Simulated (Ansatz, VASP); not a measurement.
**Li2TaO2: VASP beside Ansatz**

```
Li Ta O
1.0
     2.91042    0.00000    0.00000
     0.00000    2.91042    0.00000
     0.00000    0.00000    5.11102
Li Ta O
2 1 2
Direct
  0.00000 0.50000 0.50000
  0.50000 0.00000 0.50000
  0.00000 0.00000 0.00000
  0.50000 0.50000 0.23055
  0.50000 0.50000 0.76945
```

Change from the starting cell: species swapped into the CeMg2Si2 type (P4/mmm, No. 123).

Alike in both runs: task relaxation of cell and atoms; functional PBE; k mesh 12 × 12 × 8; occupations gaussian, width 0.1 eV; no spin polarisation.

|  | VASP | Ansatz |
| --- | --- | --- |
| version | VASP 6.6.1 | Ansatz 0.2.0 |
| potentials or method | VASP PAW PBE potentials, release 64 (Li_sv, Ta_pv, O), cutoff 600 eV | scalar-relativistic, plane waves, PAW |
| valence electrons in the cell | 29 | 31 |

|  | VASP | Ansatz | Ansatz less VASP |
| --- | --- | --- | --- |
| gap on the k mesh at the Fermi level, each at its own relaxed structure (eV) | none | none | - |
| relaxed volume (Å³/atom) | 8.64 | 8.64 | 0.000 |
| relaxed cell length with the largest relative difference (Å) | 5.104 | 5.105 | +0.0002 |

A gap of «none» marks a metal or a gap that the smearing closes. VASP's potentials hold 29 valence electrons a cell and Ansatz's 31, so a difference there can come from the potentials and not from the codes.

Neither program's run includes spin-orbit coupling. Noted on VASP's run: the cutoff is short for stress, so the pressure is rough.
